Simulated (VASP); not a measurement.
# Mo in VASP: a series of runs, part 3 of 3

VASP 6.6.1. The steps go on from the part before.

### 4 Single point, PBE

INCAR

```
SYSTEM = Mo
  PREC = Accurate
  ENCUT = 520
  EDIFF = 1E-6
  ISMEAR = 0
  SIGMA = 0.15
  LREAL = .FALSE.
  LASPH = .TRUE.
  NELM = 100
  ALGO = Fast
  ISIF = 2
  LWAVE = .FALSE.
  LCHARG = .TRUE.
  GGA = PE
  LELF = .TRUE.
  LVHAR = .TRUE.
  NBANDS = 13
```

KPOINTS

```
Automatic mesh
0
G
  20 20 20
  0 0 0
```

POSCAR

```
Mo
1.0
   -1.5302195329      1.6882429266      1.5222393515
    1.5302195329     -1.6882429266      1.5222393515
    1.5302195329      1.6882429266     -1.5222393515
Mo
1
Direct
    0.0000000000      0.0000000000      0.0000000000
```

Potentials or basis: VASP PAW PBE potentials, release 64 (Mo_sv).

On the command line:

```sh
$ cat potpaw_PBE.64/Mo_sv/POTCAR > POTCAR
$ mpirun -np 1 vasp_std > vasp.out
```

OUTCAR:

```text
SYSTEM = Mo
   PREC = Accurate
   ENCUT = 520
   EDIFF = 1E-6
   ISMEAR = 0
   LREAL = .FALSE.
   LASPH = .TRUE.
   NELM = 100
   ISIF = 2
   GGA = PE

 ion  position               nearest neighbor table
   1  0.000  0.000  0.000-

  LATTYP: Found a body centered orthorhombic cell.
 ALAT       =     3.0444787030
 B/A-ratio  =     1.0052423959
 C/A-ratio  =     1.1090522164

  Lattice vectors:

 A1 = (   1.5302195329,  -1.6882429266,   1.5222393515)
 A2 = (  -1.5302195329,  -1.6882429266,  -1.5222393515)
 A3 = (   1.5302195329,   1.6882429266,  -1.5222393515)

Analysis of symmetry for initial positions (statically):
=====================================================================
 Subroutine PRICEL returns:
 Original cell was already a primitive cell.

 Routine SETGRP: Setting up the symmetry group for a
 body centered orthorhombic supercell.

 Subroutine GETGRP returns: Found  8 space group operations
 (whereof  8 operations were pure point group operations)
 out of a pool of  8 trial point group operations.

The static configuration has the point symmetry D_2h.

Analysis of symmetry for dynamics (positions and initial velocities):
=====================================================================
 Subroutine PRICEL returns:
 Original cell was already a primitive cell.

 Routine SETGRP: Setting up the symmetry group for a
 body centered orthorhombic supercell.

 Subroutine GETGRP returns: Found  8 space group operations
 (whereof  8 operations were pure point group operations)
 out of a pool of  8 trial point group operations.

The dynamic configuration has the point symmetry D_2h.

 Subroutine INISYM returns: Found  8 space group operations
 (whereof  8 operations are pure point group operations),
 and found     1 'primitive' translations

----------------------------------------------------------------------------------------

[... 116 lines left out ...]
   LHFCALC =     F    Hartree Fock is set to
   AEXX    =    0.0000 exact exchange contribution
   IVDW    =     0    specifies the selected vdW correction
   LEPSILON=     F    determine dielectric tensor
   LRPA    =     F    only Hartree local field effects (RPA)
 non-spin polarized calculation
 RMM-DIIS sequential band-by-band and
 Gauss-broadening in eV      SIGMA  =   0.15
  energy-cutoff  :      520.00
  volume of cell :       15.73
 maximum number of plane-waves:       438
   NGX = 11   NGY = 11   NGZ = 11

 number of electron      14.0000003 magnetization

 Free energy of the ion-electron system (eV)
  ---------------------------------------------------
  ext. energy  EPLUGINS =         0.00000000
  ---------------------------------------------------
  free energy    TOTEN  =       -10.84602835 eV

  energy without entropy =      -10.83795102  energy(sigma->0) =      -10.84198969

 E-fermi :  12.4857     XC(G=0): -13.3521

 val. band max:       12.4845684204   @ k =  -0.1500   0.2500   0.1000
 cond. band min:      12.4869424689   @ k =  -0.1500  -0.2000   0.1000
 fundamental gap:      0.0023740485
 Fermi energy:        12.4857469773

 k-point     1 :       0.0000    0.0000    0.0000
  band No.  band energies     occupation
      1     -48.7674      2.00000
      2     -22.0570      2.00000
      3     -22.0496      2.00000
      4     -22.0446      2.00000
      5       5.2800      2.00000
      6      10.8572      2.00000
      7      10.9252      2.00000
      8      11.9465      2.00000
      9      13.3597      0.00000
     10      14.6994      0.00000
     11      26.2224      0.00000
     12      28.0026      0.00000
     13      28.1135      0.00000
[... 354 lines left out ...]
  band No.  band energies     occupation
      1     -48.5515      2.00000
      2     -23.2314      2.00000
      3     -22.3933      2.00000
      4     -22.0677      2.00000
      5       7.5185      2.00000
      6       9.8000      2.00000
      7      12.1227      1.99938
      8      13.3965      0.00000
      9      14.6867      0.00000
     10      16.0513      0.00000
     11      24.8167      0.00000
     12      26.3021      0.00000
     13      32.0113      0.00000

 [... further k-points ...]

------------------------ aborting loop because EDIFF is reached ----------------------------------------

  FORCE on cell =-STRESS in cart. coord.  units (eV):
  Direction    XX          YY          ZZ          XY          YZ          ZX
  --------------------------------------------------------------------------------------
  -------------------------------------------------------------------------------------
  Total        1.0379730     -1.4544414      1.2014883      0.0000000      0.0000000      0.0000000
  in kB      105.7219202   -148.1409761    122.3766373      0.0000000      0.0000000      0.0000000
  external PRESSURE =      26.6525271 kB  Pullay stress =       0.0000000 kB

 VOLUME and BASIS-vectors are now :
 -----------------------------------------------------------------------------
  energy-cutoff  :      520.00
  volume of cell :       15.73
      direct lattice vectors                 reciprocal lattice vectors
    -1.530219533  1.688242927  1.522239351     0.000000000  0.296165908  0.328463457
     1.530219533 -1.688242927  1.522239351     0.326750502  0.000000000  0.328463457
     1.530219533  1.688242927 -1.522239351     0.326750502  0.296165908  0.000000000

 POSITION                                       TOTAL-FORCE (eV/Angst)
 -----------------------------------------------------------------------------------
      0.00000      0.00000      0.00000         0.000000      0.000000     -0.000000
 -----------------------------------------------------------------------------------
    total drift:                                0.000000     -0.000000      0.000000

  FREE ENERGIE OF THE ION-ELECTRON SYSTEM (eV)
  ---------------------------------------------------
  free  energy   TOTEN  =       -10.8460283550 eV

  energy  without entropy=      -10.8379510178  energy(sigma->0) =      -10.84198969
```

stdout:

```text
POSCAR found type information on POSCAR Mo
 POSCAR found :  1 types and       1 ions
 scaLAPACK will be used
 LDA part: xc-table for (Slater+PW92), standard interpolation
 POSCAR, INCAR and KPOINTS ok, starting setup
 FFT: planning ... GRIDC
 FFT: planning ... GRID_SOFT
 FFT: planning ... GRID
 WAVECAR not read
 entering main loop
WARNING in EDDRMM: call to ZHEGV failed, returncode =   8  4     13
```

It took 3 min on 1 thread of Intel Xeon Platinum 8259CL at 2.50GHz (Skylake/Cascade Lake), shared host; peak memory 0.31 GiB.

What came out:

```yaml
Free_energy: -10.8460 eV
Pressure: 2.7 GPa
Band_gap_on_the_k_mesh: zero (band 7 reaches 16.24 eV, above the bottom of band 8 at 11.52 eV)
```

Levels at points of the mesh, in eV from the Fermi level:
```
           k point  band 4  band 5  band 6  band 7  band 8  band 9  band 10  band 11
(0.00, 0.00, 0.00)  -34.53   -7.21   -1.63   -1.56   -0.54    0.87     2.21    13.74
(0.50, 0.00, 0.00)  -34.55   -5.23   -2.93    0.79    1.42    2.59     4.53    11.29
(0.00, 0.50, 0.00)  -34.64   -5.37   -4.06    2.17    2.59    2.82     4.83    11.81
(0.50, 0.50, 0.00)  -34.54   -5.22   -2.86    0.75    1.37    2.51     4.53    11.24
(0.50, 0.50, 0.50)  -35.36   -5.49   -5.24    3.75    4.09    4.10     7.33     9.84
```

Caveat: the cell differs from its parent crystal (strain +e along x and -e along y -0.0500, strain +e along z and -e/2 along x and y -0.0367).

### 5 Single point, PBE

INCAR

```
SYSTEM = Mo
ALGO = Fast
EDIFF = 1E-7
ENCUT = 520
GGA = PE
ISIF = 2
ISMEAR = 0
LASPH = .TRUE.
LCHARG = .FALSE.
LREAL = .FALSE.
LWAVE = .FALSE.
NBANDS = 13
NELM = 80
PREC = Accurate
SIGMA = 0.15
```

KPOINTS

```
k-points
0
G
  20 20 20
  0 0 0
```

POSCAR

```
Mo
1.0
   -1.5591378139      1.7171612076      1.4644027894
    1.5591378139     -1.7171612076      1.4644027894
    1.5591378139      1.7171612076     -1.4644027894
Mo
1
Direct
    0.0000000000      0.0000000000      0.0000000000
```

On the command line:

```sh
$ cat potpaw_PBE.64/Mo_sv/POTCAR > POTCAR
$ mpirun -np 1 vasp_std > vasp.out
```

Run time: 4 min. Hardware: 1 thread of Intel Xeon Platinum 8259CL at 2.50GHz (Skylake/Cascade Lake), shared host; peak memory 0.32 GiB.

The run converged. Its results:

- Free energy: -10.7675 eV
- Pressure: 4.5 GPa
- Band gap on the k mesh: zero (band 7 reaches 16.28 eV, above the bottom of band 8 at 11.43 eV)

Stress tensor (GPa, compression positive):
```
  5.43   0.00   0.00
  0.00 -14.56   0.00
  0.00   0.00  22.61
```

Levels at points of the mesh, in eV from the Fermi level:
| k point | band 3 | band 4 | band 5 | band 6 | band 7 | band 8 | band 9 | band 10 | band 11 | band 12 |
| --- | --- | --- | --- | --- | --- | --- | --- | --- | --- | --- |
| (0.00, 0.00, 0.00) | -34.49 | -34.43 | -7.17 | -1.99 | -1.14 | -0.23 | 0.54 | 2.44 | 13.57 | 15.22 |
| (0.50, 0.00, 0.00) | -34.90 | -34.53 | -5.22 | -3.13 | 0.76 | 1.70 | 3.23 | 4.50 | 11.61 | 12.06 |
| (0.00, 0.50, 0.00) | -35.00 | -34.62 | -5.36 | -4.18 | 2.41 | 2.48 | 3.39 | 4.87 | 11.87 | 12.56 |
| (0.50, 0.50, 0.00) | -34.77 | -34.47 | -5.14 | -2.28 | 0.28 | 1.13 | 2.25 | 4.53 | 10.99 | 12.40 |
| (0.50, 0.50, 0.50) | -35.39 | -35.17 | -5.50 | -5.16 | 3.79 | 4.11 | 4.29 | 6.97 | 9.37 | 11.11 |

Caveat: the cell differs from its parent crystal (strain +e along x and -e along y -0.0500, strain +e along z and -e/2 along x and y -0.0733).

### 6 Single point, PBE

INCAR

```
PREC     = Accurate       # precision mode
ENCUT    = 520            # plane-wave cutoff, eV
EDIFF    = 1E-6           # SCF threshold, eV
ISMEAR   = 0              # smearing method
SIGMA    = 0.15           # smearing width, eV
LREAL    = False          # projectors in reciprocal space
LASPH    = True           # aspherical terms in the spheres
NELM     = 60             # most SCF steps
ALGO     = Normal         # electronic algorithm
ISIF     = 2              # what is computed and relaxed
LWAVE    = False          # write WAVECAR
LCHARG   = False          # write CHGCAR
GGA      = PE             # functional
NBANDS   = 13             # bands
```

KPOINTS

```
Automatic mesh
0
Gamma
  20 20 20
```

POSCAR

```
Mo
1.0
   -1.4933210705      1.4933210705      1.7540596701
    1.4933210705     -1.4933210705      1.7540596701
    1.4933210705      1.4933210705     -1.7540596701
Mo
1
Direct
    0.0000000000      0.0000000000      0.0000000000
```

Potentials or basis: VASP PAW PBE potentials, release 64 (Mo_sv).

On the command line:

```sh
$ cat potpaw_PBE.64/Mo_sv/POTCAR > POTCAR
$ mpirun -np 1 vasp_std > vasp.out
```

It took 1.8 min on 1 thread of AMD EPYC 7R43 (Zen 3), shared host; peak memory 0.19 GiB.

The run converged. Its results:

* Free energy: -10.7265 eV
* Pressure: 5.6 GPa
* Band gap on the k mesh: zero (band 7 reaches 16.27 eV, above the bottom of band 8 at 11.52 eV)

Stress tensor (GPa, compression positive):
```
 16.13   0.00   0.00
  0.00  16.13   0.00
  0.00   0.00 -15.54
```

Levels at points of the mesh, in eV from the Fermi level:
```tsv
k point	band 5	band 6	band 7	band 8	band 9	band 10
(0.00, 0.00, 0.00)	-7.17	-1.58	-1.58	0.01	0.43	2.40
(0.50, 0.00, 0.00)	-5.16	-2.54	0.22	1.38	2.90	4.44
(0.50, 0.50, 0.00)	-5.40	-4.35	2.60	3.11	3.22	4.94
(0.50, 0.50, 0.50)	-5.52	-5.13	3.74	4.26	4.26	6.48
```

Caveat: the cell differs from its parent crystal (strain +e along x and -e along y +0.0000, strain +e along z and -e/2 along x and y +0.1100).

### 7 The runs side by side

| cell | gap on the mesh (eV) | pressure (GPa) |
| --- | --- | --- |
| a = 2.747 Å, angles 116.2, 99.9, 112.7°, 1 atom | none | 6.5 |
| a = 2.740 Å, angles 115.0, 107.0, 106.6°, 1 atom | none | 3.0 |
| a = 2.740 Å, angles 112.1, 103.9, 112.5°, 1 atom | none | 2.7 |
| a = 2.743 Å, angles 110.7, 102.5, 115.5°, 1 atom | none | 4.5 |
| a = 2.745 Å, angles 114.1, 114.1, 100.6°, 1 atom | none | 5.6 |

Alike in all rows: task single point; level PBE; potentials or basis VASP PAW PBE potentials, release 64 (Mo_sv); no spin polarisation; k mesh 20 × 20 × 20; cutoff (eV) 520; smearing gaussian 0.15 eV.

Absolute energies hang on the potentials; compare differences alone.
